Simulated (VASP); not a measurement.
A run of VASP 6.6.1 is set up as follows.

Contents of INCAR:

```
ALGO = Normal
EDIFF = 1E-6
ENCUT = 500
GGA = PE
GGA_COMPAT = False
ISIF = 2
ISMEAR = 0
LASPH = True
LCHARG = True
LELF = True
LREAL = False
LVHAR = True
LWAVE = False
NBANDS = 8
NELM = 120
PREC = Accurate
SIGMA = 0.05
```

KPOINTS

```
k-points
0
Gamma
  18 18 18
```

POSCAR

```
Al
1.0
    0.0000000000      2.0209373882      2.0209373882
    2.0209373882      0.0000000000      2.0209373882
    2.0209373882      2.0209373882      0.0000000000
Al
1
Direct
    0.0000000000      0.0000000000      0.0000000000
```

Potentials or basis: VASP PAW PBE potentials, release 64 (Al).

The run is started by

```console
$ cat potpaw_PBE.64/Al/POTCAR > POTCAR
$ mpirun -np 1 vasp_std > vasp.out
```

(1) Predict the band gap on the k mesh.

(2) Estimate the pressure.

Results:

(1) zero (an odd number of electrons rules out a gap without spin polarisation).

(2) 0.0 GPa.
